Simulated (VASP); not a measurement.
# EuV2As2 in VASP: single point with r2SCAN

Aim: the single point of EuV2As2 with r2SCAN.

All numbers are computed with VASP 6.6.1; they aren't measurements. Logs are shortened: lines on timing, memory, paths and dates and some standing lists are left out, and cuts for length are marked.

## Step 1: The cell of the first run

The typed cell holds 5 atoms: a = 4.330 Å, b = 4.330 Å, c = 7.136 Å, α = 90.00°, β = 90.00°, γ = 60.00°.

## Step 2: Single point, r2SCAN, collinear spin, ferrimagnetic start

The input, POSCAR:

```
EuV2As2
1.0
    2.1651026400      3.7500654000      0.0000000000
   -2.1651026400      3.7500654000      0.0000000000
    0.0000000000      0.0000000000      7.1357207800
As V Eu
2 2 1
Direct
    0.3333000000      0.3334000000      0.2600000000
    0.6667000000      0.6666000000      0.7400000000
    0.3333000000      0.3334000000      0.6200000000
    0.6667000000      0.6666000000      0.3800000000
    0.0000000000      0.0000000000      0.0000000000
```

The input, INCAR.step1:

```
  PREC = Accurate
  ENCUT = 800
  ISMEAR = -1
  SIGMA = 0.0402
  LREAL = F
  LASPH = T
  NELM = 200
  ISPIN = 2
  MAGMOM = 0 0 2 -2 7
  LMAXMIX = 6
  NBANDS = 38
  GGA = PE
  ALGO = Normal
  EDIFF = 1E-5
  LWAVE = T
  LCHARG = F
  GGA_COMPAT = F
  KPAR = 4
```

The input, INCAR.step2:

```
  PREC = Accurate
  ENCUT = 800
  EDIFF = 1E-6
  ISMEAR = -1
  SIGMA = 0.0402
  LREAL = F
  LASPH = T
  NELM = 200
  ALGO = Normal
  ISIF = 2
  LWAVE = F
  LCHARG = F
  ISPIN = 2
  MAGMOM = 0 0 2 -2 7
  LORBIT = 11
  LMAXMIX = 6
  METAGGA = R2SCAN
  LMIXTAU = T
  NBANDS = 38
  ISTART = 1
  GGA_COMPAT = F
  KPAR = 4
```

The input, KPOINTS:

```
Automatic mesh
0
Gamma
  6 6 4
```

Potentials or basis: VASP PAW PBE potentials, release 64 (As, V_sv, Eu).

Run with:

```console
$ cat potpaw_PBE.64/As/POTCAR potpaw_PBE.64/V_sv/POTCAR potpaw_PBE.64/Eu/POTCAR > POTCAR
$ cp INCAR.step1 INCAR
$ mpirun -np 4 vasp_std > vasp.out
$ cp INCAR.step2 INCAR
$ mpirun -np 4 vasp_std > vasp.out
```

OUTCAR:

```text
PREC = Accurate
   ENCUT = 800
   EDIFF = 1E-6
   ISMEAR = -1
   LREAL = F
   LASPH = T
   NELM = 200
   ISIF = 2
   ISPIN = 2
   LORBIT = 11
   METAGGA = R2SCAN
   ISTART = 1

 ion  position               nearest neighbor table
   1  0.333  0.333  0.260-   3 2.57   4 2.64   4 2.64   4 2.64   5 3.11   5 3.11   5 3.11
   2  0.667  0.667  0.740-   4 2.57   3 2.64   3 2.64   3 2.64   5 3.11   5 3.11   5 3.11
   3  0.333  0.333  0.620-   1 2.57   2 2.64   2 2.64   2 2.64
   4  0.667  0.667  0.380-   2 2.57   1 2.64   1 2.64   1 2.64
   5  0.000  0.000  0.000-   2 3.11   1 3.11   2 3.11   1 3.11   2 3.11   1 3.11

  LATTYP: Found a hexagonal cell.
 ALAT       =     4.3302032223
 C/A-ratio  =     1.6478951250

  Lattice vectors:

 A1 = (   2.1651026400,  -3.7500654000,   0.0000000000)
 A2 = (   2.1651026400,   3.7500654000,   0.0000000000)
 A3 = (   0.0000000000,   0.0000000000,   7.1357207800)

Analysis of symmetry for initial positions (statically):
=====================================================================
 Subroutine PRICEL returns:
 Original cell was already a primitive cell.

 Routine SETGRP: Setting up the symmetry group for a
 hexagonal supercell.

 Subroutine GETGRP returns: Found  4 space group operations
 (whereof  4 operations were pure point group operations)
 out of a pool of 24 trial point group operations.

The static configuration has the point symmetry C_2h.

Analysis of symmetry for dynamics (positions and initial velocities):
=====================================================================
 Subroutine PRICEL returns:
 Original cell was already a primitive cell.

 Routine SETGRP: Setting up the symmetry group for a
 hexagonal supercell.

 Subroutine GETGRP returns: Found  4 space group operations
 (whereof  4 operations were pure point group operations)
 out of a pool of 24 trial point group operations.

The dynamic configuration has the point symmetry C_2h.

Analysis of structural, dynamic, and magnetic symmetry:
=====================================================================
 Subroutine PRICEL returns:
 Original cell was already a primitive cell.

 Routine SETGRP: Setting up the symmetry group for a
 hexagonal supercell.

 Subroutine GETGRP returns: Found  2 space group operations
 (whereof  2 operations were pure point group operations)
 out of a pool of 24 trial point group operations.

The overall configuration has the point symmetry C_1h.

 Subroutine INISYM returns: Found  2 space group operations
 (whereof  2 operations are pure point group operations),
 and found     1 'primitive' translations

----------------------------------------------------------------------------------------

                                     Primitive cell

  volume of cell :     115.8738

  direct lattice vectors                    reciprocal lattice vectors
     2.165102640  3.750065400  0.000000000     0.230935934  0.133331008  0.000000000
    -2.165102640  3.750065400  0.000000000    -0.230935934  0.133331008  0.000000000
     0.000000000  0.000000000  7.135720780     0.000000000  0.000000000  0.140140013

  length of vectors
     4.330203222  4.330203222  7.135720780     0.266661889  0.266661889  0.140140013

  position of ions in fractional coordinates (direct lattice)
     0.333300000  0.333400000  0.260000000
     0.666700000  0.666600000  0.740000000
     0.333300000  0.333400000  0.620000000
     0.666700000  0.666600000  0.380000000
     0.000000000  0.000000000  0.000000000

  ion indices of the primitive-cell ions
   primitive index   ion index
                 1           1
                 2           2
                 3           3
                 4           4
                 5           5

----------------------------------------------------------------------------------------

 KPOINTS: Automatic mesh

Automatic generation of k-mesh.
 Grid dimensions read from file:
 generate k-points for:    6    6    4

 Generating k-lattice:

  Cartesian coordinates                     Fractional coordinates (reciprocal lattice)
     0.038489322  0.022221835  0.000000000     0.166666667 -0.000000000  0.000000000
    -0.038489322  0.022221835  0.000000000    -0.000000000  0.166666667  0.000000000
     0.000000000  0.000000000  0.035035003     0.000000000  0.000000000  0.250000000

  Length of vectors
     0.044443648  0.044443648  0.035035003

  Shift w.r.t. Gamma in fractional coordinates (k-lattice)
     0.000000000  0.000000000  0.000000000

 Subroutine IBZKPT returns following result:
 ===========================================

 Found     47 irreducible k-points:

 Following reciprocal coordinates:
            Coordinates               Weight
  0.000000  0.000000  0.000000      1.000000
  0.166667  0.000000  0.000000      4.000000
  0.000000  0.166667  0.000000      2.000000
  0.333333  0.000000  0.000000      4.000000
  0.000000  0.333333  0.000000      2.000000
  0.500000  0.000000  0.000000      2.000000
[... 16 lines left out ...]
  0.500000  0.000000  0.250000      4.000000
  0.000000  0.500000  0.250000      2.000000
 [... further k-points ...]
   k-points           NKPTS =     47   k-points in BZ     NKDIM =     47   number of bands    NBANDS=     38
   number of dos      NEDOS =    301   number of ions     NIONS =      5
   total plane-waves  NPLWV = 112000
   dimension x,y,z NGX =    40 NGY =   40 NGZ =   70
   dimension x,y,z NGXF=    80 NGYF=   80 NGZF=  140
   ions per type =               2   2   1
   NGX,Y,Z   is equivalent  to a cutoff of  15.36, 15.36, 16.31 a.u.
   NGXF,Y,Z  is equivalent  to a cutoff of  30.71, 30.71, 32.62 a.u.
 SYSTEM =  unknown system
   PREC   = accura    normal or accurate (medium, high low for compatibility)
   ISTART =      1    job   : 0-new  1-cont  2-samecut
   ICHARG =      0    charge: 1-file 2-atom 10-const
   ISPIN  =      2    spin polarized calculation?
   LNONCOLLINEAR =      F non collinear calculations
   LSORBIT =      F    spin-orbit coupling
   LASPH  =      T    aspherical Exc in radial PAW
   ENCUT  =  800.0 eV  58.80 Ry    7.67 a.u.   9.99  9.99 16.46*2*pi/ulx,y,z
   NELM   =    200;   NELMIN=  2; NELMDL=  0     # of ELM steps
   EDIFF  = 0.1E-05   stopping-criterion for ELM
   LREAL  =      F    real-space projection
   EDIFFG = 0.1E-04   stopping-criterion for IOM
   NSW    =      0    number of steps for IOM
   IBRION =     -1    ionic relax: 0-MD 1-quasi-New 2-CG
   NFREE  =      0    steps in history (QN), initial steepest desc. (CG)
   ISIF   =      2    stress and relaxation
   ISYM   =      2    0-nonsym 1-usesym 2-fastsym
   POTIM  = 0.5000    time-step for ionic-motion
   TEBEG  =    0.0;   TEEND  =   0.0 temperature during run
   PSTRESS=    0.0 pullay stress
   NELECT =      53.0000    total number of electrons
   NUPDOWN=      -1.0000    fix difference up-down
   EMIN   =  10.00;   EMAX   =-10.00  energy-range for DOS
   EFERMI =   0.00;   METHOD = LEGACY
   ISMEAR =    -1;   SIGMA  =   0.04  broadening in eV -4-tet -1-fermi 0-gaus
   EFERMI_NEDOS =   21; number of points for ismear=-14 and -15
   IALGO  =     38    algorithm
   IMIX   =      4    mixing-type and parameters
     AMIX     =   0.40;   BMIX     =  1.00
     AMIX_MAG =   1.60;   BMIX_MAG =  1.00
  volume/ion in A,a.u.               =      23.17       156.39
  Fermi-wavevector in a.u.,A,eV,Ry     =   1.261358  2.383621 21.647199  1.591024
  Thomas-Fermi vector in A             =   2.394821
   LORBIT       =     11    0 simple, 1 ext, 2 COOP (PROOUT), +10 PAW based schemes
   METAGGA = R2SCAN    functional components
   LHFCALC =     F    Hartree Fock is set to
   AEXX    =    0.0000 exact exchange contribution
   IVDW    =     0    specifies the selected vdW correction
   LEPSILON=     F    determine dielectric tensor
   LRPA    =     F    only Hartree local field effects (RPA)
 spin polarized calculation
  energy-cutoff  :      800.00
  volume of cell :      115.87
 maximum number of plane-waves:      5988
   NGX = 19   NGY = 19   NGZ = 33

 number of electron      53.0000001 magnetization       7.2143108

 Free energy of the ion-electron system (eV)
  ---------------------------------------------------
  ext. energy  EPLUGINS =         0.00000000
  ---------------------------------------------------
  free energy    TOTEN  =      -101.14830567 eV

  energy without entropy =     -101.12021117  energy(sigma->0) =     -101.13425842

 E-fermi :   4.7653     XC(G=0): -10.6235

 val. band max:        4.7529673121   @ k =  -0.1667   0.3333   0.0000
 cond. band min:       4.7687968155   @ k =   0.5000   0.0000   0.0000
 fundamental gap:      0.0158295035
 Fermi energy:         4.7652760723

 spin component 1

 k-point     1 :       0.0000    0.0000    0.0000
  band No.  band energies     occupation
      1     -63.0871      1.00000
      2     -60.5647      1.00000
      3     -37.9403      1.00000
      4     -35.8775      1.00000
      5     -35.8775      1.00000
      6     -35.8154      1.00000
[... 973 lines left out ...]
     37       7.6484      0.00000
     38       8.1180      0.00000

 [... further k-points ...]

 spin component 2

 k-point     1 :       0.0000    0.0000    0.0000
  band No.  band energies     occupation
      1     -63.1560      1.00000
      2     -60.2306      1.00000
      3     -35.9592      1.00000
      4     -35.9592      1.00000
      5     -35.8606      1.00000
      6     -34.3010      1.00000
[... 973 lines left out ...]
     37      10.6106      0.00000
     38      10.7159      0.00000

 [... further k-points ...]

------------------------ aborting loop because EDIFF is reached ----------------------------------------

  FORCE on cell =-STRESS in cart. coord.  units (eV):
  Direction    XX          YY          ZZ          XY          YZ          ZX
  --------------------------------------------------------------------------------------
  -------------------------------------------------------------------------------------
  Total       -5.8541020     -5.8515715     -0.8379234      0.0021851      0.0007357     -0.0012741
  in kB      -80.9441924    -80.9092032    -11.5858986      0.0302127      0.0101725     -0.0176172
  external PRESSURE =     -57.8130981 kB  Pullay stress =       0.0000000 kB

 VOLUME and BASIS-vectors are now :
 -----------------------------------------------------------------------------
  energy-cutoff  :      800.00
  volume of cell :      115.87
      direct lattice vectors                 reciprocal lattice vectors
     2.165102640  3.750065400  0.000000000     0.230935934  0.133331008  0.000000000
    -2.165102640  3.750065400  0.000000000    -0.230935934  0.133331008  0.000000000
     0.000000000  0.000000000  7.135720780     0.000000000  0.000000000  0.140140013

 POSITION                                       TOTAL-FORCE (eV/Angst)
 -----------------------------------------------------------------------------------
     -0.00022      2.50017      1.85529         0.001546     -0.000893      0.127180
      0.00022      4.99996      5.28043        -0.002310      0.001333     -0.040865
     -0.00022      2.50017      4.42415         0.002377     -0.001373      0.033864
      0.00022      4.99996      2.71157        -0.001727      0.000997     -0.022111
      0.00000      0.00000      0.00000         0.000112     -0.000065     -0.098068
 -----------------------------------------------------------------------------------
    total drift:                                0.000026     -0.000014     -0.001685

  FREE ENERGIE OF THE ION-ELECTRON SYSTEM (eV)
  ---------------------------------------------------
  free  energy   TOTEN  =      -101.1483056744 eV

  energy  without entropy=     -101.1202111722  energy(sigma->0) =     -101.13425842

 total charge

# of ion       s       p       d       f       tot
--------------------------------------------------
    1        1.194   1.658   0.035   0.000   2.887
    2        1.192   1.661   0.034   0.000   2.888
    3        2.203   6.126   3.004   0.000  11.332
    4        2.205   6.124   2.989   0.000  11.318
    5        2.038   5.793   0.318   6.626  14.776
--------------------------------------------------
tot          8.832  21.362   6.380   6.626  43.200

 magnetization (x)

# of ion       s       p       d       f       tot
--------------------------------------------------
    1        0.001   0.053  -0.005   0.000   0.049
    2       -0.014  -0.117   0.013   0.000  -0.117
    3        0.045   0.026   2.247   0.000   2.318
    4       -0.045  -0.018  -2.062   0.000  -2.125
    5       -0.024  -0.186   0.084   6.603   6.478
--------------------------------------------------
tot         -0.037  -0.242   0.278   6.603   6.603
```

It took 17 min on 4 MPI ranks of AMD EPYC 9R45 (Zen 5), shared host; peak memory 0.95 GiB.

Results:

* Free energy: -101.1483 eV
* Pressure: -5.8 GPa
* Largest force: 0.127 eV/Å
* Net moment: 7.21 μB per cell
* Site moments: As +0.05, -0.12; V +2.32, -2.12; Eu +6.48 μB
* Valence electrons inside the program's atomic spheres: As 2.89; V 11.33, 11.32; Eu 14.78

Forces in eV/Å, atoms in the order of the input:
```
As   0.002 -0.001  0.127
As  -0.002  0.001 -0.041
V    0.002 -0.001  0.034
V   -0.002  0.001 -0.022
Eu   0.000  0.000 -0.098
```

Caveat: the cell stands under tension; the PAW data sets were made with another functional, which shifts forces and pressure a little; spin-orbit coupling is left out, which moves the levels of the heavy elements; a cell with one magnetic atom can't hold antiferromagnetic order, which such compounds often take; semilocal functionals describe open f shells poorly, which spoils levels, moments and volumes. The state reached can hang on the start; a lower one may exist.
